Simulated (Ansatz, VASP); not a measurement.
## One calculation of Cs, two programs

Contents of INCAR:

```
SYSTEM = Cs
PREC = Accurate
ENCUT = 520
EDIFF = 1E-6
ISMEAR = -1
SIGMA = 0.1
LREAL = .False.
LASPH = .True.
NELM = 60
ALGO = Normal
ISIF = 2
LWAVE = .False.
LCHARG = .False.
GGA = CA
NBANDS = 16
```

File KPOINTS:

```
regular mesh
0
Gamma
  8 8 5
  0 0 0
```

POSCAR

```
Cs
1.0
    5.2059881772      0.0000000000      0.0000000000
   -2.6029940886      4.5085180133      0.0000000000
    0.0000000000      0.0000000000      8.5219020020
Cs
2
Direct
    0.3333333333      0.6666666667      0.2500000000
    0.6666666667      0.3333333333      0.7500000000
```

Input for Ansatz:

```yaml
crystal:
  lattice:
    - [5.2059881772, 0.0, 0.0]
    - [-2.6029940886, 4.5085180133, 0.0]
    - [0.0, 0.0, 8.521902002]
  atoms:
    - { symbol: Cs, position: [0.3333333333, 0.6666666667, 0.25] }
    - { symbol: Cs, position: [0.6666666667, 0.3333333333, 0.75] }
hamiltonian:
  xc: lda
  pseudopotentials:
    kind: paw
    azcp:
      Cs: "pseudopotentials/Cs.paw.azcp"
basis:
  ecutwfc: 420
  fft_grid_basis: typed
kpoints:
  mp_grid: { grid: [8, 8, 5], shift: [0, 0, 0] }
magnetization:
  spin_polarized: false
scf:
  occupations: { method: fermi_dirac, width: 0.1 }
  lower_state_search: "off"
output:
  stress: true
  write_density: true
  write_potential: true
  elf: true
  volumetric_format: npy
```

Alike in both runs: task single point; functional LDA; k mesh 8 × 8 × 5; occupations fermi-dirac, width 0.1 eV; no spin polarisation.

|  | VASP | Ansatz |
| --- | --- | --- |
| version | VASP 6.6.1 | Ansatz 0.2.0 |
| potentials or method | VASP PAW LDA potentials, release 64 (Cs_sv), cutoff 520 eV | plane waves (420 eV) with PAW, scalar-relativistic |
| valence electrons in the cell | 18 | 18 |

|  | VASP | Ansatz | Ansatz less VASP |
| --- | --- | --- | --- |
| pressure (GPa) | -0.1 | -0.1 | +0.01 |

Ansatz warns that its potentials were made for another functional, while VASP's fit it. LDA's correlation is that of Perdew and Zunger in VASP and of Perdew and Wang (1992) in Ansatz.

Neither program's run includes spin-orbit coupling.
